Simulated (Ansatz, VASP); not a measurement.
## ZnSe3: VASP beside Ansatz

```
CELL_PARAMETERS angstrom
0.00000 3.96024 3.96024
3.96024 0.00000 3.96024
3.96024 3.96024 0.00000
ATOMIC_POSITIONS crystal
Zn 0.50000 0.50000 0.50000
Se 0.00000 0.00000 0.00000
Se 0.25000 0.25000 0.25000
Se 0.75000 0.75000 0.75000
```

Change from the starting cell: species swapped into the Mg3Al type (Fm-3m, No. 225).

Alike in both runs: task single point; functional PBE; k mesh 4 × 4 × 4; occupations gaussian, width 0.1 eV; no spin polarisation.

|  | VASP | Ansatz |
| --- | --- | --- |
| version | VASP 6.6.1 | Ansatz 0.2.0 |
| potentials or method | VASP PAW PBE potentials, release 64 (Zn, Se), cutoff 500 eV | scalar-relativistic, plane waves, PAW |
| valence electrons in the cell | 30 | 60 |

```tsv
	VASP	Ansatz	Ansatz less VASP
gap on the k mesh at the Fermi level (eV)	none	none	-
pressure (GPa)	-9.3	-9.3	0.00
```

A gap of «none» marks a metal or a gap that the smearing closes. VASP's potentials hold 30 valence electrons a cell and Ansatz's 60, so a difference there can come from the potentials and not from the codes.
